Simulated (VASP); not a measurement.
# Fe (P6_3/mmc) in VASP: single point with RPBE

Aim: the single point of Fe with RPBE.

Program: VASP 6.6.1. These are calculated values, not measurements. Logs are shortened: lines on timing, memory, paths and dates and some standing lists are left out, and cuts for length are marked.

### 1 The cell of the first run

It takes space group P6_3/mmc (No. 194, hexagonal). Conventional cell: a = 2.438 Å, b = 2.438 Å, c = 4.245 Å, α = 90.00°, β = 90.00°, γ = 120.00°. Within 3.2 Å of Fe (site symmetry -6m2) lie 12 Fe at 2.44 to 2.55 Å.

This isn't the form of Fe at room conditions, which is bcc.

### 2 Single point, RPBE, collinear spin, ferromagnetic start (10.93 Å³/atom)

INCAR

```
SYSTEM = Fe
ALGO = Normal
EDIFF = 1E-6
ENCUT = 520
GGA = RP
ISIF = 2
ISMEAR = -1
ISPIN = 2
LASPH = .TRUE.
LCHARG = .FALSE.
LMAXMIX = 4
LORBIT = 11
LREAL = .FALSE.
LWAVE = .FALSE.
MAGMOM = 2.653 2.653
NBANDS = 19
NELM = 150
PREC = Accurate
SIGMA = 0.05
```

KPOINTS

```
k-points
0
G
  16 16 8
  0 0 0
```

POSCAR

```
Fe
1.0
    2.4383922668      0.0000000000      0.0000000000
   -1.2191961334      2.1117096474      0.0000000000
    0.0000000000      0.0000000000      4.2445062099
Fe
2
Direct
    0.3333333333      0.6666666667      0.2500000000
    0.6666666667      0.3333333333      0.7500000000
```

Potentials or basis: VASP PAW PBE potentials, release 64 (Fe).

Launch:

```bash
$ cat potpaw_PBE.64/Fe/POTCAR > POTCAR
$ mpirun -np 1 vasp_std > vasp.out
```

OUTCAR:

```text
SYSTEM = Fe
   EDIFF = 1E-6
   ENCUT = 520
   GGA = RP
   ISIF = 2
   ISMEAR = -1
   ISPIN = 2
   LASPH = .TRUE.
   LORBIT = 11
   LREAL = .FALSE.
   NELM = 150
   PREC = Accurate

 ion  position               nearest neighbor table
   1  0.333  0.667  0.250-   2 2.55   2 2.55   2 2.55   2 2.55   2 2.55   2 2.55
   2  0.667  0.333  0.750-   1 2.55   1 2.55   1 2.55   1 2.55   1 2.55   1 2.55

  LATTYP: Found a hexagonal cell.
 ALAT       =     2.4383922668
 C/A-ratio  =     1.7406986840

  Lattice vectors:

 A1 = (   2.4383922668,   0.0000000000,   0.0000000000)
 A2 = (  -1.2191961334,   2.1117096474,   0.0000000000)
 A3 = (   0.0000000000,   0.0000000000,   4.2445062099)

Analysis of symmetry for initial positions (statically):
=====================================================================
 Subroutine PRICEL returns:
 Original cell was already a primitive cell.

 Routine SETGRP: Setting up the symmetry group for a
 hexagonal supercell.

 Subroutine GETGRP returns: Found 24 space group operations
 (whereof 12 operations were pure point group operations)
 out of a pool of 24 trial point group operations.

The static configuration has the point symmetry D_3d.
 The point group associated with its full space group is D_6h.

Analysis of symmetry for dynamics (positions and initial velocities):
=====================================================================
 Subroutine PRICEL returns:
 Original cell was already a primitive cell.

 Routine SETGRP: Setting up the symmetry group for a
 hexagonal supercell.

 Subroutine GETGRP returns: Found 24 space group operations
 (whereof 12 operations were pure point group operations)
 out of a pool of 24 trial point group operations.

The dynamic configuration has the point symmetry D_3d.
 The point group associated with its full space group is D_6h.

Analysis of structural, dynamic, and magnetic symmetry:
=====================================================================
 Subroutine PRICEL returns:
 Original cell was already a primitive cell.

 Routine SETGRP: Setting up the symmetry group for a
 hexagonal supercell.

 Subroutine GETGRP returns: Found 24 space group operations
 (whereof 12 operations were pure point group operations)
 out of a pool of 24 trial point group operations.

The overall configuration has the point symmetry D_3d.
 The point group associated with its full space group is D_6h.

 Subroutine INISYM returns: Found 24 space group operations
 (whereof 12 operations are pure point group operations),
 and found     1 'primitive' translations

----------------------------------------------------------------------------------------

                                     Primitive cell

  volume of cell :      21.8557

  direct lattice vectors                    reciprocal lattice vectors
     2.438392267  0.000000000  0.000000000     0.410106287  0.236774975  0.000000000
    -1.219196133  2.111709647  0.000000000     0.000000000  0.473549951  0.000000000
     0.000000000  0.000000000  4.244506210     0.000000000  0.000000000  0.235598666

  length of vectors
     2.438392267  2.438392267  4.244506210     0.473549951  0.473549951  0.235598666

  position of ions in fractional coordinates (direct lattice)
     0.333333333  0.666666667  0.250000000
     0.666666667  0.333333333  0.750000000

  ion indices of the primitive-cell ions
   primitive index   ion index
                 1           1
                 2           2

----------------------------------------------------------------------------------------

 KPOINTS: k-points

Automatic generation of k-mesh.
 Grid dimensions read from file:
 generate k-points for:   16   16    8

 Generating k-lattice:

  Cartesian coordinates                     Fractional coordinates (reciprocal lattice)
     0.025631643  0.014798436  0.000000000     0.062500000  0.000000000  0.000000000
     0.000000000  0.029596872  0.000000000     0.000000000  0.062500000  0.000000000
     0.000000000  0.000000000  0.029449833     0.000000000  0.000000000  0.125000000

  Length of vectors
     0.029596872  0.029596872  0.029449833

  Shift w.r.t. Gamma in fractional coordinates (k-lattice)
     0.000000000  0.000000000  0.000000000

 Subroutine IBZKPT returns following result:
 ===========================================

 Found    150 irreducible k-points:

 Following reciprocal coordinates:
            Coordinates               Weight
  0.000000  0.000000  0.000000      1.000000
  0.062500  0.000000  0.000000      6.000000
  0.125000  0.000000  0.000000      6.000000
  0.187500 -0.000000  0.000000      6.000000
  0.250000  0.000000  0.000000      6.000000
  0.312500  0.000000  0.000000      6.000000
[... 16 lines left out ...]
  0.187500  0.187500  0.000000      6.000000
  0.250000  0.187500  0.000000     12.000000
 [... further k-points ...]
   k-points           NKPTS =    150   k-points in BZ     NKDIM =    150   number of bands    NBANDS=     19
   number of dos      NEDOS =    301   number of ions     NIONS =      2
   total plane-waves  NPLWV =  10368
   dimension x,y,z NGX =    18 NGY =   18 NGZ =   32
   dimension x,y,z NGXF=    36 NGYF=   36 NGZF=   64
   ions per type =               2
   NGX,Y,Z   is equivalent  to a cutoff of  12.27, 12.27, 12.53 a.u.
   NGXF,Y,Z  is equivalent  to a cutoff of  24.54, 24.54, 25.07 a.u.
 SYSTEM =  Fe
   PREC   = accura    normal or accurate (medium, high low for compatibility)
   ISTART =      0    job   : 0-new  1-cont  2-samecut
   ICHARG =      2    charge: 1-file 2-atom 10-const
   ISPIN  =      2    spin polarized calculation?
   LNONCOLLINEAR =      F non collinear calculations
   LSORBIT =      F    spin-orbit coupling
   LASPH  =      T    aspherical Exc in radial PAW
   ENCUT  =  520.0 eV  38.22 Ry    6.18 a.u.   4.53  4.53  7.89*2*pi/ulx,y,z
   NELM   =    150;   NELMIN=  2; NELMDL= -5     # of ELM steps
   EDIFF  = 0.1E-05   stopping-criterion for ELM
   LREAL  =      F    real-space projection
   EDIFFG = 0.1E-04   stopping-criterion for IOM
   NSW    =      0    number of steps for IOM
   IBRION =     -1    ionic relax: 0-MD 1-quasi-New 2-CG
   NFREE  =      0    steps in history (QN), initial steepest desc. (CG)
   ISIF   =      2    stress and relaxation
   ISYM   =      2    0-nonsym 1-usesym 2-fastsym
   POTIM  = 0.5000    time-step for ionic-motion
   TEBEG  =    0.0;   TEEND  =   0.0 temperature during run
   PSTRESS=    0.0 pullay stress
   NELECT =      16.0000    total number of electrons
   NUPDOWN=      -1.0000    fix difference up-down
   EMIN   =  10.00;   EMAX   =-10.00  energy-range for DOS
   EFERMI =   0.00;   METHOD = LEGACY
   ISMEAR =    -1;   SIGMA  =   0.05  broadening in eV -4-tet -1-fermi 0-gaus
   EFERMI_NEDOS =   21; number of points for ismear=-14 and -15
   IALGO  =     38    algorithm
   IMIX   =      4    mixing-type and parameters
     AMIX     =   0.40;   BMIX     =  1.00
     AMIX_MAG =   1.60;   BMIX_MAG =  1.00
  volume/ion in A,a.u.               =      10.93        73.74
  Fermi-wavevector in a.u.,A,eV,Ry     =   1.475457  2.788209 29.619514  2.176973
  Thomas-Fermi vector in A             =   2.590104
   LORBIT       =     11    0 simple, 1 ext, 2 COOP (PROOUT), +10 PAW based schemes
   GGA     = RP    functional components
   LHFCALC =     F    Hartree Fock is set to
   AEXX    =    0.0000 exact exchange contribution
   IVDW    =     0    specifies the selected vdW correction
   LEPSILON=     F    determine dielectric tensor
   LRPA    =     F    only Hartree local field effects (RPA)
 spin polarized calculation
  energy-cutoff  :      520.00
  volume of cell :       21.86
 maximum number of plane-waves:       606
   NGX =  9   NGY =  9   NGZ = 15

 number of electron      16.0000021 magnetization       3.7339942

 Free energy of the ion-electron system (eV)
  ---------------------------------------------------
  ext. energy  EPLUGINS =         0.00000000
  ---------------------------------------------------
  free energy    TOTEN  =       -15.00553396 eV

  energy without entropy =      -14.97556770  energy(sigma->0) =      -14.99055083

 E-fermi :   6.3966     XC(G=0): -13.2551

 val. band max:        6.3963070744   @ k =   0.3125   0.1250   0.0000
 cond. band min:       6.4059314494   @ k =   0.3750   0.1250   0.5000
 fundamental gap:      0.0096243751
 Fermi energy:         6.3966119306

 spin component 1

 k-point     1 :       0.0000    0.0000    0.0000
  band No.  band energies     occupation
      1      -2.2962      1.00000
      2       1.3658      1.00000
      3       3.8850      1.00000
      4       4.2265      1.00000
      5       4.2265      1.00000
      6       4.5010      1.00000
[... 11 lines left out ...]
     18      32.9900      0.00000
     19      33.9042      0.00000
[... 485 lines left out ...]
 k-point    24 :       0.2500    0.1875    0.0000
  band No.  band energies     occupation
      1       1.8170      1.00000
      2       2.2345      1.00000
      3       2.6376      1.00000
      4       3.0759      1.00000
      5       3.7305      1.00000
      6       4.2924      1.00000
[... 11 lines left out ...]
     18      25.7482      0.00000
     19      27.7167      0.00000

 [... further k-points ...]

 spin component 2

 k-point     1 :       0.0000    0.0000    0.0000
  band No.  band energies     occupation
      1      -2.1363      1.00000
      2       2.1994      1.00000
      3       5.3085      1.00000
      4       5.8108      0.99999
      5       5.9312      0.99991
      6       5.9312      0.99991
[... 11 lines left out ...]
     18      33.6320      0.00000
     19      34.3527      0.00000
[... 485 lines left out ...]
 k-point    24 :       0.2500    0.1875    0.0000
  band No.  band energies     occupation
      1       2.2416      1.00000
      2       3.7872      1.00000
      3       3.9026      1.00000
      4       4.2859      1.00000
      5       5.7838      1.00000
      6       5.8065      0.99999
[... 11 lines left out ...]
     18      26.3128      0.00000
     19      28.2255      0.00000

 [... further k-points ...]

------------------------ aborting loop because EDIFF is reached ----------------------------------------

  FORCE on cell =-STRESS in cart. coord.  units (eV):
  Direction    XX          YY          ZZ          XY          YZ          ZX
  --------------------------------------------------------------------------------------
  -------------------------------------------------------------------------------------
  Total        1.4526820      1.4526820      2.1027433      0.0000000      0.0000000      0.0000000
  in kB      106.4918065    106.4918065    154.1458674      0.0000000      0.0000000      0.0000000
  external PRESSURE =     122.3764935 kB  Pullay stress =       0.0000000 kB

 VOLUME and BASIS-vectors are now :
 -----------------------------------------------------------------------------
  energy-cutoff  :      520.00
  volume of cell :       21.86
      direct lattice vectors                 reciprocal lattice vectors
     2.438392267  0.000000000  0.000000000     0.410106287  0.236774975  0.000000000
    -1.219196133  2.111709647  0.000000000     0.000000000  0.473549951  0.000000000
     0.000000000  0.000000000  4.244506210     0.000000000  0.000000000  0.235598666

 POSITION                                       TOTAL-FORCE (eV/Angst)
 -----------------------------------------------------------------------------------
     -0.00000      1.40781      1.06113         0.000000     -0.000000      0.000000
      1.21920      0.70390      3.18338        -0.000000      0.000000      0.000000
 -----------------------------------------------------------------------------------
    total drift:                                0.000000     -0.000000     -0.000000

  FREE ENERGIE OF THE ION-ELECTRON SYSTEM (eV)
  ---------------------------------------------------
  free  energy   TOTEN  =       -15.0055339592 eV

  energy  without entropy=      -14.9755677009  energy(sigma->0) =      -14.99055083

 total charge

# of ion       s       p       d       tot
------------------------------------------
    1        0.510   0.573   6.273   7.356
    2        0.510   0.573   6.273   7.356
--------------------------------------------------
tot          1.020   1.146  12.546  14.711

 magnetization (x)

# of ion       s       p       d       tot
------------------------------------------
    1       -0.016  -0.040   1.908   1.852
    2       -0.016  -0.040   1.908   1.852
--------------------------------------------------
tot         -0.032  -0.079   3.815   3.704
```

Run time: 3 min. Hardware: 1 thread of Intel Xeon 8259CL, shared host; peak memory 0.21 GiB.

Results:

```yaml
Free_energy: -15.0055 eV
Pressure: 12.2 GPa
Net_moment: 3.73 μB per cell
Site_moments: Fe +1.85 μB
Valence_electrons_inside_the_program's_atomic_spheres: Fe 7.36
```

Stress tensor (GPa, compression positive):
```
10.65  0.00  0.00
 0.00 10.65  0.00
 0.00  0.00 15.41
```

Caveat: the cell stands under pressure; the PAW data sets were made with another functional, which shifts forces and pressure a little.
